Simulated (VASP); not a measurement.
# PbSe (P1) in VASP: notebook

The runs below take PbSe through single point, with PBE, r2SCAN.

All numbers are computed with VASP 6.6.1; they aren't measurements. Logs are shortened: lines on timing, memory, paths and dates and some standing lists are left out, and cuts for length are marked.

## (1) The cell of the first run

The typed cell holds 4 atoms: a = 4.343 Å, b = 4.343 Å, c = 7.525 Å, α = 125.29°, β = 90.00°, γ = 90.00°.

## (2) Single point, PBE

Input file INCAR:

```
SYSTEM = PbSe
PREC = Accurate
ENCUT = 520
EDIFF = 1E-7
ISMEAR = -1
SIGMA = 0.02
LREAL = .False.
LASPH = .True.
NELM = 80
ALGO = Normal
ISIF = 2
LWAVE = .False.
LCHARG = .True.
GGA = PE
LELF = .True.
LVHAR = .True.
NBANDS = 28
```

Input file KPOINTS:

```
regular mesh
0
Gamma
  6 8 4
  0 0 0
```

Input file POSCAR:

```
PbSe
1.0
    4.3118469501      0.0361350205      0.5182722355
    0.0262134242      4.3112897383     -0.5201241701
   -0.7601738547     -3.5813327021      6.5746399759
Pb Se
2 2
Direct
    0.7418367077      1.0104324458      0.7498052709
    0.2418471651      0.0105315389      0.2498952974
    0.2430843889      0.5075195369      0.7491070125
    0.7430767383      0.5076244784      0.2492144192
```

Potentials or basis: VASP PAW PBE potentials, release 64 (Pb_d, Se).

Started as:

```bash
> cat potpaw_PBE.64/Pb_d/POTCAR potpaw_PBE.64/Se/POTCAR > POTCAR
> mpirun -np 1 vasp_std > vasp.out
```

OUTCAR:

```text
SYSTEM = PbSe
   PREC = Accurate
   ENCUT = 520
   EDIFF = 1E-7
   ISMEAR = -1
   LREAL = .False.
   LASPH = .True.
   NELM = 80
   ISIF = 2
   GGA = PE

 ion  position               nearest neighbor table
   1  0.742  0.010  0.750-   3 3.06   4 3.07   3 3.07   3 3.07   4 3.07   3 3.08
   2  0.242  0.011  0.250-   4 3.06   3 3.07   4 3.07   4 3.07   3 3.08   4 3.08
   3  0.243  0.508  0.749-   1 3.06   2 3.07   1 3.07   1 3.07   2 3.08   1 3.08
   4  0.743  0.508  0.249-   2 3.06   1 3.07   2 3.07   2 3.07   1 3.07   2 3.08

  LATTYP: Found a simple monoclinic cell.
 ALAT       =     6.1423689918
 B/A-ratio  =     0.7070615660
 C/A-ratio  =     1.2251414242
 COS(beta)  =    -0.8166927473

  Lattice vectors:

 A1 = (  -0.7339604305,   0.7299570362,   6.0545158058)
 A2 = (   4.3118469501,   0.0361350205,   0.5182722355)
 A3 = (   0.7601738547,   3.5813327021,  -6.5746399759)

Analysis of symmetry for initial positions (statically):
=====================================================================
 Subroutine PRICEL returns:
 Original cell was already a primitive cell.

 Routine SETGRP: Setting up the symmetry group for a
 simple monoclinic supercell.

 Subroutine GETGRP returns: Found  1 space group operations
 (whereof  1 operations were pure point group operations)
 out of a pool of  4 trial point group operations.

The static configuration has the point symmetry C_1 .

Analysis of symmetry for dynamics (positions and initial velocities):
=====================================================================
 Subroutine PRICEL returns:
 Original cell was already a primitive cell.

 Routine SETGRP: Setting up the symmetry group for a
 simple monoclinic supercell.

 Subroutine GETGRP returns: Found  1 space group operations
 (whereof  1 operations were pure point group operations)
 out of a pool of  4 trial point group operations.

The dynamic configuration has the point symmetry C_1 .

 Subroutine INISYM returns: Found  1 space group operations
 (whereof  1 operations are pure point group operations),
 and found     1 'primitive' translations

----------------------------------------------------------------------------------------

                                     Primitive cell

  volume of cell :     115.8462

  direct lattice vectors                    reciprocal lattice vectors
     4.311846950  0.036135020  0.518272236     0.228600024  0.001925320  0.027479980
     0.026213424  4.311289738 -0.520124170    -0.018072931  0.248111916  0.133061697
    -0.760173855 -3.581332702  6.574639976    -0.019450071  0.019476529  0.160459964

  length of vectors
     4.343033038  4.342630021  7.525270694     0.230253832  0.282119777  0.162803687

  position of ions in fractional coordinates (direct lattice)
     0.741836708  0.010432446  0.749805271
     0.241847165  0.010531539  0.249895297
     0.243084389  0.507519537  0.749107012
     0.743076738  0.507624478  0.249214419

  ion indices of the primitive-cell ions
   primitive index   ion index
                 1           1
                 2           2
                 3           3
                 4           4

----------------------------------------------------------------------------------------

 KPOINTS: regular mesh

Automatic generation of k-mesh.
 Grid dimensions read from file:
 generate k-points for:    6    8    4

 Generating k-lattice:

  Cartesian coordinates                     Fractional coordinates (reciprocal lattice)
     0.038100004  0.000320887  0.004579997     0.166666667  0.000000000 -0.000000000
    -0.002259116  0.031013990  0.016632712    -0.000000000  0.125000000  0.000000000
    -0.004862518  0.004869132  0.040114991     0.000000000 -0.000000000  0.250000000

  Length of vectors
     0.038375639  0.035264972  0.040700922

  Shift w.r.t. Gamma in fractional coordinates (k-lattice)
     0.000000000  0.000000000  0.000000000

 -----------------------------------------------------------------------------
|                                                                             |
|           W    W    AA    RRRRR   N    N  II  N    N   GGGG   !!!           |
|           W    W   A  A   R    R  NN   N  II  NN   N  G    G  !!!           |
|           W    W  A    A  R    R  N N  N  II  N N  N  G       !!!           |
|           W WW W  AAAAAA  RRRRR   N  N N  II  N  N N  G  GGG   !            |
|           WW  WW  A    A  R   R   N   NN  II  N   NN  G    G                |
|           W    W  A    A  R    R  N    N  II  N    N   GGGG   !!!           |
|                                                                             |
|     Your reciprocal lattice and k-lattice belong to different lattice       |
|     classes:                                                                |
|                                                                             |
|        The reciprocal lattice is simple monoclinic,                         |
|        whereas your k-lattice is triclinic.                                 |
|                                                                             |
|     Results are often still useful ...                                      |
|                                                                             |
 -----------------------------------------------------------------------------

 Subroutine IBZKPT returns following result:
 ===========================================

 Found    100 irreducible k-points:

 Following reciprocal coordinates:
            Coordinates               Weight
  0.000000  0.000000  0.000000      1.000000
  0.166667 -0.000000  0.000000      2.000000
  0.333333  0.000000  0.000000      2.000000
  0.500000  0.000000  0.000000      1.000000
  0.000000  0.125000  0.000000      2.000000
  0.166667  0.125000  0.000000      2.000000
[... 16 lines left out ...]
  0.000000  0.500000  0.000000      1.000000
  0.166667  0.500000  0.000000      2.000000
 [... further k-points ...]
   k-points           NKPTS =    100   k-points in BZ     NKDIM =    100   number of bands    NBANDS=     28
   number of dos      NEDOS =    301   number of ions     NIONS =      4
   total plane-waves  NPLWV =  57344
   dimension x,y,z NGX =    32 NGY =   32 NGZ =   56
   dimension x,y,z NGXF=    64 NGYF=   64 NGZF=  112
   ions per type =               2   2
   NGX,Y,Z   is equivalent  to a cutoff of  12.25, 12.25, 12.37 a.u.
   NGXF,Y,Z  is equivalent  to a cutoff of  24.50, 24.50, 24.74 a.u.
 SYSTEM =  PbSe
   PREC   = accura    normal or accurate (medium, high low for compatibility)
   ISTART =      0    job   : 0-new  1-cont  2-samecut
   ICHARG =      2    charge: 1-file 2-atom 10-const
   ISPIN  =      1    spin polarized calculation?
   LNONCOLLINEAR =      F non collinear calculations
   LSORBIT =      F    spin-orbit coupling
   LASPH  =      T    aspherical Exc in radial PAW
   ENCUT  =  520.0 eV  38.22 Ry    6.18 a.u.   8.08  8.07 13.99*2*pi/ulx,y,z
   NELM   =     80;   NELMIN=  2; NELMDL= -5     # of ELM steps
   EDIFF  = 0.1E-06   stopping-criterion for ELM
   LREAL  =      F    real-space projection
   EDIFFG = 0.1E-05   stopping-criterion for IOM
   NSW    =      0    number of steps for IOM
   IBRION =     -1    ionic relax: 0-MD 1-quasi-New 2-CG
   NFREE  =      0    steps in history (QN), initial steepest desc. (CG)
   ISIF   =      2    stress and relaxation
   ISYM   =      2    0-nonsym 1-usesym 2-fastsym
   POTIM  = 0.5000    time-step for ionic-motion
   TEBEG  =    0.0;   TEEND  =   0.0 temperature during run
   PSTRESS=    0.0 pullay stress
   NELECT =      40.0000    total number of electrons
   NUPDOWN=      -1.0000    fix difference up-down
   EMIN   =  10.00;   EMAX   =-10.00  energy-range for DOS
   EFERMI =   0.00;   METHOD = LEGACY
   ISMEAR =    -1;   SIGMA  =   0.02  broadening in eV -4-tet -1-fermi 0-gaus
   EFERMI_NEDOS =   21; number of points for ismear=-14 and -15
   IALGO  =     38    algorithm
   IMIX   =      4    mixing-type and parameters
     AMIX     =   0.40;   BMIX     =  1.00
     AMIX_MAG =   1.60;   BMIX_MAG =  1.00
  volume/ion in A,a.u.               =      28.96       195.44
  Fermi-wavevector in a.u.,A,eV,Ry     =   1.148509  2.170367 17.947064  1.319072
  Thomas-Fermi vector in A             =   2.285183
   LORBIT       =      0    0 simple, 1 ext, 2 COOP (PROOUT), +10 PAW based schemes
   GGA     = PE    functional components
   LHFCALC =     F    Hartree Fock is set to
   AEXX    =    0.0000 exact exchange contribution
   IVDW    =     0    specifies the selected vdW correction
   LEPSILON=     F    determine dielectric tensor
   LRPA    =     F    only Hartree local field effects (RPA)
 non-spin polarized calculation
  energy-cutoff  :      520.00
  volume of cell :      115.85
 maximum number of plane-waves:      3176
   NGX = 17   NGY = 17   NGZ = 27

 number of electron      39.9999999 magnetization

 Free energy of the ion-electron system (eV)
  ---------------------------------------------------
  ext. energy  EPLUGINS =         0.00000000
  ---------------------------------------------------
  free energy    TOTEN  =       -16.37152709 eV

  energy without entropy =      -16.37152271  energy(sigma->0) =      -16.37152490

 E-fermi :   5.0996     XC(G=0):  -9.4833

 val. band max:        4.9386853339   @ k =   0.0000   0.5000   0.0000
 cond. band min:       5.2610135739   @ k =   0.0000   0.5000   0.0000
 fundamental gap:      0.3223282400
 Fermi energy:         5.0995864689

 k-point     1 :       0.0000    0.0000    0.0000
  band No.  band energies     occupation
      1     -11.9922      2.00000
      2     -11.8928      2.00000
      3     -11.8759      2.00000
      4     -11.8755      2.00000
      5     -11.8754      2.00000
      6     -11.8713      2.00000
[... 20 lines left out ...]
     27      10.9494      0.00000
     28      11.4802      0.00000

 k-point     2 :       0.1667   -0.0000    0.0000
  band No.  band energies     occupation
      1     -11.9770      2.00000
      2     -11.8855      2.00000
      3     -11.8759      2.00000
      4     -11.8755      2.00000
      5     -11.8752      2.00000
      6     -11.8725      2.00000
[... 674 lines left out ...]
 k-point    24 :       0.1667    0.5000    0.0000
  band No.  band energies     occupation
      1     -11.9094      2.00000
      2     -11.9093      2.00000
      3     -11.8890      2.00000
      4     -11.8890      2.00000
      5     -11.8687      2.00000
      6     -11.8685      2.00000
[... 20 lines left out ...]
     27      12.8640      0.00000
     28      12.8681      0.00000

 [... further k-points ...]

------------------------ aborting loop because EDIFF is reached ----------------------------------------

  FORCE on cell =-STRESS in cart. coord.  units (eV):
  Direction    XX          YY          ZZ          XY          YZ          ZX
  --------------------------------------------------------------------------------------
  -------------------------------------------------------------------------------------
  Total        1.3431526      1.3554568      1.3287094     -0.0007744      0.0070966      0.0017386
  in kB       18.5760861     18.7462552     18.3763341     -0.0107097      0.0981474      0.0240448
  external PRESSURE =      18.5662251 kB  Pullay stress =       0.0000000 kB

 VOLUME and BASIS-vectors are now :
 -----------------------------------------------------------------------------
  energy-cutoff  :      520.00
  volume of cell :      115.85
      direct lattice vectors                 reciprocal lattice vectors
     4.311846950  0.036135020  0.518272236     0.228600024  0.001925320  0.027479980
     0.026213424  4.311289738 -0.520124170    -0.018072931  0.248111916  0.133061697
    -0.760173855 -3.581332702  6.574639976    -0.019450071  0.019476529  0.160459964

 POSITION                                       TOTAL-FORCE (eV/Angst)
 -----------------------------------------------------------------------------------
      2.62898     -2.61352      5.30875         0.002544     -0.003829     -0.000568
      0.85312     -0.84081      1.76284         0.002615     -0.004050     -0.001859
      0.49199     -0.48595      4.78712        -0.002708      0.004005      0.001906
      3.02789      1.32285      1.75958        -0.002451      0.003875      0.000521
 -----------------------------------------------------------------------------------
    total drift:                                0.000056      0.000340     -0.000278

  FREE ENERGIE OF THE ION-ELECTRON SYSTEM (eV)
  ---------------------------------------------------
  free  energy   TOTEN  =       -16.3715270859 eV

  energy  without entropy=      -16.3715227104  energy(sigma->0) =      -16.37152490
```

Wall time 1.9 min (1 thread of Intel Xeon 6975P-C (Granite Rapids), shared host); peak memory 0.42 GiB.

What came out:

```yaml
Free_energy: -16.3715 eV
Pressure: 1.9 GPa
Largest_force: 0.005 eV/Å
Band_gap_on_the_k_mesh: 0.32 eV
```

Forces on the atoms (eV/Å):
```
Pb   0.003 -0.004 -0.001
Pb   0.003 -0.004 -0.002
Se  -0.003  0.004  0.002
Se  -0.002  0.004  0.001
```

Caveat: spin-orbit coupling is left out, which moves the levels of the heavy elements.

[end of part 1 of 2]
